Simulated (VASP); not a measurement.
# Cd (P6_3/mmc) in VASP: settings compared

Cd is run at these levels: revPBE, RPBE, PBEsol; tasks: single point.

Everything below comes from runs of VASP 6.6.1. Logs are shortened: lines on timing, memory, paths and dates and some standing lists are left out, and cuts for length are marked.

## Step 1: The cell of the first run

It takes space group P6_3/mmc (No. 194, hexagonal). The conventional cell has a = 2.979 Å, b = 2.979 Å, c = 5.618 Å, α = 90.00°, β = 90.00°, γ = 120.00°. Within 3.9 Å of Cd (site symmetry -6m2) lie 12 Cd at 2.98 to 3.29 Å.

## Step 2: Single point, revPBE

The input, INCAR:

```
PREC = Accurate
ENCUT = 500
EDIFF = 1E-6
ISMEAR = 0
SIGMA = 0.1
LREAL = F
LASPH = T
NELM = 120
ALGO = Normal
ISIF = 2
LWAVE = F
LCHARG = F
GGA = RE
NBANDS = 19
GGA_COMPAT = F
```

The input, KPOINTS:

```
Automatic mesh
0
Gamma
  6 6 4
```

The input, POSCAR:

```
Cd
1.0
    2.9788725081      0.0000000000      0.0000000000
   -1.4894362540      2.5797792666      0.0000000000
    0.0000000000      0.0000000000      5.6176500000
Cd
2
Direct
    0.9263333333      1.1266666667      0.6440000000
    1.2596666667      0.7933333333      1.1440000000
```

Potentials or basis: VASP PAW PBE potentials, release 64 (Cd).

Launch:

```
$ cat potpaw_PBE.64/Cd/POTCAR > POTCAR
$ mpirun -np 1 vasp_std > vasp.out
```

OUTCAR:

```text
PREC = Accurate
   ENCUT = 500
   EDIFF = 1E-6
   ISMEAR = 0
   LREAL = F
   LASPH = T
   NELM = 120
   ISIF = 2
   GGA = RE

 ion  position               nearest neighbor table
   1  0.926  0.127  0.644-   2 3.29   2 3.29   2 3.29   2 3.29   2 3.29   2 3.29
   2  0.260  0.793  0.144-   1 3.29   1 3.29   1 3.29   1 3.29   1 3.29   1 3.29

  LATTYP: Found a hexagonal cell.
 ALAT       =     2.9788725081
 C/A-ratio  =     1.8858309594

  Lattice vectors:

 A1 = (   2.9788725081,   0.0000000000,   0.0000000000)
 A2 = (  -1.4894362540,   2.5797792666,   0.0000000000)
 A3 = (   0.0000000000,   0.0000000000,   5.6176500000)

Analysis of symmetry for initial positions (statically):
=====================================================================
 Subroutine PRICEL returns:
 Original cell was already a primitive cell.

 Routine SETGRP: Setting up the symmetry group for a
 hexagonal supercell.

 Subroutine GETGRP returns: Found 24 space group operations
 (whereof  1 operations were pure point group operations)
 out of a pool of 24 trial point group operations.

The static configuration has the point symmetry C_1 .
 The point group associated with its full space group is D_6h.

Analysis of symmetry for dynamics (positions and initial velocities):
=====================================================================
 Subroutine PRICEL returns:
 Original cell was already a primitive cell.

 Routine SETGRP: Setting up the symmetry group for a
 hexagonal supercell.

 Subroutine GETGRP returns: Found 24 space group operations
 (whereof  1 operations were pure point group operations)
 out of a pool of 24 trial point group operations.

The dynamic configuration has the point symmetry C_1 .
 The point group associated with its full space group is D_6h.

 Subroutine INISYM returns: Found 24 space group operations
 (whereof  1 operations are pure point group operations),
 and found     1 'primitive' translations

----------------------------------------------------------------------------------------

                                     Primitive cell

  volume of cell :      43.1707

  direct lattice vectors                    reciprocal lattice vectors
     2.978872508  0.000000000  0.000000000     0.335697482  0.193815032  0.000000000
    -1.489436254  2.579779267  0.000000000     0.000000000  0.387630063  0.000000000
     0.000000000  0.000000000  5.617650000     0.000000000  0.000000000  0.178010378

  length of vectors
     2.978872508  2.978872508  5.617650000     0.387630063  0.387630063  0.178010378

  position of ions in fractional coordinates (direct lattice)
     0.926333333  0.126666667  0.644000000
     0.259666667  0.793333333  0.144000000

  ion indices of the primitive-cell ions
   primitive index   ion index
                 1           1
                 2           2

----------------------------------------------------------------------------------------

 KPOINTS: Automatic mesh

Automatic generation of k-mesh.
 Grid dimensions read from file:
 generate k-points for:    6    6    4

 Generating k-lattice:

  Cartesian coordinates                     Fractional coordinates (reciprocal lattice)
     0.055949580  0.032302505  0.000000000     0.166666667  0.000000000  0.000000000
     0.000000000  0.064605011  0.000000000     0.000000000  0.166666667  0.000000000
     0.000000000  0.000000000  0.044502595     0.000000000  0.000000000  0.250000000

  Length of vectors
     0.064605011  0.064605011  0.044502595

  Shift w.r.t. Gamma in fractional coordinates (k-lattice)
     0.000000000  0.000000000  0.000000000

 Subroutine IBZKPT returns following result:
 ===========================================

 Found     21 irreducible k-points:

 Following reciprocal coordinates:
            Coordinates               Weight
  0.000000  0.000000  0.000000      1.000000
  0.166667  0.000000  0.000000      6.000000
  0.333333  0.000000  0.000000      6.000000
  0.500000 -0.000000  0.000000      3.000000
  0.166667  0.166667  0.000000      6.000000
  0.333333  0.166667  0.000000     12.000000
[... 13 lines left out ...]
  0.333333  0.166667  0.500000     12.000000
  0.333333  0.333333  0.500000      2.000000
   k-points           NKPTS =     21   k-points in BZ     NKDIM =     21   number of bands    NBANDS=     19
   number of dos      NEDOS =    301   number of ions     NIONS =      2
   total plane-waves  NPLWV =  24192
   dimension x,y,z NGX =    24 NGY =   24 NGZ =   42
   dimension x,y,z NGXF=    48 NGYF=   48 NGZF=   84
   ions per type =               2
   NGX,Y,Z   is equivalent  to a cutoff of  13.39, 13.39, 12.43 a.u.
   NGXF,Y,Z  is equivalent  to a cutoff of  26.79, 26.79, 24.86 a.u.
 SYSTEM =  unknown system
   PREC   = accura    normal or accurate (medium, high low for compatibility)
   ISTART =      0    job   : 0-new  1-cont  2-samecut
   ICHARG =      2    charge: 1-file 2-atom 10-const
   ISPIN  =      1    spin polarized calculation?
   LNONCOLLINEAR =      F non collinear calculations
   LSORBIT =      F    spin-orbit coupling
   LASPH  =      T    aspherical Exc in radial PAW
   ENCUT  =  500.0 eV  36.75 Ry    6.06 a.u.   5.43  5.43 10.24*2*pi/ulx,y,z
   NELM   =    120;   NELMIN=  2; NELMDL= -5     # of ELM steps
   EDIFF  = 0.1E-05   stopping-criterion for ELM
   LREAL  =      F    real-space projection
   EDIFFG = 0.1E-04   stopping-criterion for IOM
   NSW    =      0    number of steps for IOM
   IBRION =     -1    ionic relax: 0-MD 1-quasi-New 2-CG
   NFREE  =      0    steps in history (QN), initial steepest desc. (CG)
   ISIF   =      2    stress and relaxation
   ISYM   =      2    0-nonsym 1-usesym 2-fastsym
   POTIM  = 0.5000    time-step for ionic-motion
   TEBEG  =    0.0;   TEEND  =   0.0 temperature during run
   PSTRESS=    0.0 pullay stress
   NELECT =      24.0000    total number of electrons
   NUPDOWN=      -1.0000    fix difference up-down
   EMIN   =  10.00;   EMAX   =-10.00  energy-range for DOS
   EFERMI =   0.00;   METHOD = LEGACY
   ISMEAR =     0;   SIGMA  =   0.10  broadening in eV -4-tet -1-fermi 0-gaus
   EFERMI_NEDOS =   21; number of points for ismear=-14 and -15
   IALGO  =     38    algorithm
   IMIX   =      4    mixing-type and parameters
     AMIX     =   0.40;   BMIX     =  1.00
     AMIX_MAG =   1.60;   BMIX_MAG =  1.00
  volume/ion in A,a.u.               =      21.59       145.67
  Fermi-wavevector in a.u.,A,eV,Ry     =   1.346115  2.543789 24.654109  1.812026
  Thomas-Fermi vector in A             =   2.473973
   LORBIT       =      0    0 simple, 1 ext, 2 COOP (PROOUT), +10 PAW based schemes
   GGA     = RE    functional components
   LHFCALC =     F    Hartree Fock is set to
   AEXX    =    0.0000 exact exchange contribution
   IVDW    =     0    specifies the selected vdW correction
   LEPSILON=     F    determine dielectric tensor
   LRPA    =     F    only Hartree local field effects (RPA)
 non-spin polarized calculation
 Gauss-broadening in eV      SIGMA  =   0.10
  energy-cutoff  :      500.00
  volume of cell :       43.17
 maximum number of plane-waves:      1130
 NGX is ok and might be reduce to    24
   NGX = 11   NGY = 11   NGZ = 21

 number of electron      24.0000002 magnetization

 Free energy of the ion-electron system (eV)
  ---------------------------------------------------
  ext. energy  EPLUGINS =         0.00000000
  ---------------------------------------------------
  free energy    TOTEN  =        -0.74938708 eV

  energy without entropy =       -0.74586095  energy(sigma->0) =       -0.74762402

 E-fermi :   3.4056     XC(G=0): -10.9384

 val. band max:        3.1932252111   @ k =   0.5000  -0.0000   0.5000
 cond. band min:       3.4356352550   @ k =   0.3333   0.3333   0.2500
 fundamental gap:      0.2424100439
 Fermi energy:         3.4055689893

 k-point     1 :       0.0000    0.0000    0.0000
  band No.  band energies     occupation
      1      -6.8171      2.00000
      2      -6.5512      2.00000
      3      -6.1972      2.00000
      4      -6.1972      2.00000
      5      -6.1463      2.00000
      6      -6.1463      2.00000
[... 11 lines left out ...]
     18      18.0148      0.00000
     19      18.7852      0.00000

 k-point     2 :       0.1667    0.0000    0.0000
  band No.  band energies     occupation
      1      -6.6311      2.00000
      2      -6.3960      2.00000
      3      -6.2904      2.00000
      4      -6.1398      2.00000
      5      -5.9555      2.00000
      6      -5.9134      2.00000
[... 11 lines left out ...]
     18      16.9600      0.00000
     19      17.1425      0.00000

 k-point     3 :       0.3333    0.0000    0.0000
  band No.  band energies     occupation
      1      -6.8244      2.00000
      2      -6.6218      2.00000
      3      -6.3924      2.00000
      4      -5.9986      2.00000
      5      -5.9969      2.00000
      6      -5.8837      2.00000
[... 11 lines left out ...]
     18      16.0295      0.00000
     19      17.1156      0.00000

 k-point     4 :       0.5000   -0.0000    0.0000
  band No.  band energies     occupation
      1      -6.9695      2.00000
      2      -6.7695      2.00000
      3      -6.6058      2.00000
      4      -6.1277      2.00000
      5      -5.9464      2.00000
      6      -5.8398      2.00000
[... 11 lines left out ...]
     18      15.7966      0.00000
     19      15.9816      0.00000

 k-point     5 :       0.1667    0.1667    0.0000
  band No.  band energies     occupation
      1      -6.4609      2.00000
      2      -6.4369      2.00000
      3      -6.2079      2.00000
      4      -6.2003      2.00000
      5      -6.0802      2.00000
      6      -6.0351      2.00000
[... 11 lines left out ...]
     18      14.3104      0.00000
     19      14.9242      0.00000

 k-point     6 :       0.3333    0.1667    0.0000
  band No.  band energies     occupation
      1      -6.6662      2.00000
      2      -6.5040      2.00000
      3      -6.4654      2.00000
      4      -6.1230      2.00000
      5      -5.9734      2.00000
      6      -5.9212      2.00000
[... 11 lines left out ...]
     18      12.6423      0.00000
     19      13.6052      0.00000

 k-point     7 :       0.3333    0.3333    0.0000
  band No.  band energies     occupation
      1      -6.4752      2.00000
      2      -6.1577      2.00000
      3      -6.1577      2.00000
      4      -6.1138      2.00000
      5      -6.1138      2.00000
      6      -6.0766      2.00000
[... 11 lines left out ...]
     18       8.5115      0.00000
     19      10.7688      0.00000

 k-point     8 :       0.0000    0.0000    0.2500
  band No.  band energies     occupation
      1      -6.7787      2.00000
      2      -6.5907      2.00000
      3      -6.1987      2.00000
      4      -6.1987      2.00000
      5      -6.1612      2.00000
      6      -6.1612      2.00000
[... 190 lines left out ...]
 k-point    17 :       0.3333    0.0000    0.5000
  band No.  band energies     occupation
      1      -6.7144      2.00000
      2      -6.7144      2.00000
      3      -6.4143      2.00000
      4      -6.4143      2.00000
      5      -5.6823      2.00000
      6      -5.6823      2.00000
[... 11 lines left out ...]
     18      14.0917      0.00000
     19      16.4649      0.00000

 k-point    18 :       0.5000   -0.0000    0.5000
  band No.  band energies     occupation
      1      -6.8604      2.00000
      2      -6.8604      2.00000
      3      -6.5588      2.00000
      4      -6.5588      2.00000
      5      -5.7074      2.00000
      6      -5.7074      2.00000
[... 11 lines left out ...]
     18      13.1327      0.00000
     19      14.9376      0.00000

 k-point    19 :       0.1667    0.1667    0.5000
  band No.  band energies     occupation
      1      -6.4323      2.00000
      2      -6.4323      2.00000
      3      -6.3020      2.00000
      4      -6.3020      2.00000
      5      -6.0392      2.00000
      6      -6.0392      2.00000
[... 11 lines left out ...]
     18      11.1654      0.00000
     19      20.0248      0.00000

 k-point    20 :       0.3333    0.1667    0.5000
  band No.  band energies     occupation
      1      -6.5629      2.00000
      2      -6.5629      2.00000
      3      -6.4474      2.00000
      4      -6.4474      2.00000
      5      -5.8611      2.00000
      6      -5.8611      2.00000
[... 11 lines left out ...]
     18      11.1841      0.00000
     19      16.1082      0.00000

 k-point    21 :       0.3333    0.3333    0.5000
  band No.  band energies     occupation
      1      -6.3594      2.00000
      2      -6.3594      2.00000
      3      -6.1871      2.00000
      4      -6.1871      2.00000
      5      -5.9948      2.00000
      6      -5.9948      2.00000
[... 11 lines left out ...]
     18      13.0198      0.00000
     19      15.1043      0.00000

------------------------ aborting loop because EDIFF is reached ----------------------------------------

  FORCE on cell =-STRESS in cart. coord.  units (eV):
  Direction    XX          YY          ZZ          XY          YZ          ZX
  --------------------------------------------------------------------------------------
  -------------------------------------------------------------------------------------
  Total        1.7978572      1.7978572      1.4210550      0.0000000     -0.0000000      0.0000000
  in kB       66.7231641     66.7231641     52.7390544      0.0000000     -0.0000000      0.0000000
  external PRESSURE =      62.0617942 kB  Pullay stress =       0.0000000 kB

 VOLUME and BASIS-vectors are now :
 -----------------------------------------------------------------------------
  energy-cutoff  :      500.00
  volume of cell :       43.17
      direct lattice vectors                 reciprocal lattice vectors
     2.978872508  0.000000000  0.000000000     0.335697482  0.193815032  0.000000000
    -1.489436254  2.579779267  0.000000000     0.000000000  0.387630063  0.000000000
     0.000000000  0.000000000  5.617650000     0.000000000  0.000000000  0.178010378

 POSITION                                       TOTAL-FORCE (eV/Angst)
 -----------------------------------------------------------------------------------
      2.57077      0.32677      3.61777         0.000000      0.000000      0.000000
     -0.40811      2.04662      0.80894        -0.000000      0.000000      0.000000
 -----------------------------------------------------------------------------------
    total drift:                                0.000007      0.000005      0.000072

  FREE ENERGIE OF THE ION-ELECTRON SYSTEM (eV)
  ---------------------------------------------------
  free  energy   TOTEN  =        -0.7493870824 eV

  energy  without entropy=       -0.7458609522  energy(sigma->0) =       -0.74762402
```

It took 9.8 s on 1 thread of Intel Xeon Platinum 8259CL at 2.50GHz (Skylake/Cascade Lake), shared host; peak memory 0.16 GiB.

What came out:

```yaml
Free_energy: -0.7494 eV
Pressure: 6.2 GPa
Band_gap_on_the_k_mesh: zero (band 12 reaches 4.13 eV, above the bottom of band 13 at 0.08 eV)
```

Caveat: the k points lie up to 0.41 Å⁻¹ apart; the PAW data sets were made with another functional, which shifts forces and pressure a little.

(Continued in part 2 of 2.)
